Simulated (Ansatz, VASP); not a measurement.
# One calculation of Au, two programs

```
Au
1.0
     0.00000    1.98413    2.04550
     1.98413    0.00000    2.04550
     1.98413    1.98413    0.00000
Au
1
Direct
  0.00000 0.00000 0.00000
```

Change from the starting cell: strain -0.030 along x and y, +0.000 along z, atoms carried along.

Alike in both runs: task single point; functional PBE; k mesh 20 × 20 × 20; occupations gaussian, width 0.15 eV; no spin polarisation.

|  | VASP | Ansatz |
| --- | --- | --- |
| version | VASP 6.6.1 | Ansatz 0.2.0 |
| potentials or method | VASP PAW PBE potentials, release 64 (Au), cutoff 520 eV | scalar-relativistic, plane waves, PAW |
| valence electrons in the cell | 11 | 19 |

Ansatz gave:

| Item | Value |
| --- | --- |
| gap on the k mesh at the Fermi level (eV) | none |
| pressure (GPa) | 21.2 |
| traceless stress, the component that is largest in VASP (GPa) | -0.91 |

Q: Which values does VASP return?

A: gap on the k mesh at the Fermi level (eV): none; pressure (GPa): 20.9; traceless stress, the component that is largest in VASP (GPa): -0.92.

A gap of «none» marks a metal or a gap that the smearing closes. VASP's potentials hold 11 valence electrons a cell and Ansatz's 19, so a difference there can come from the potentials and not from the codes.

Neither program's run includes spin-orbit coupling.
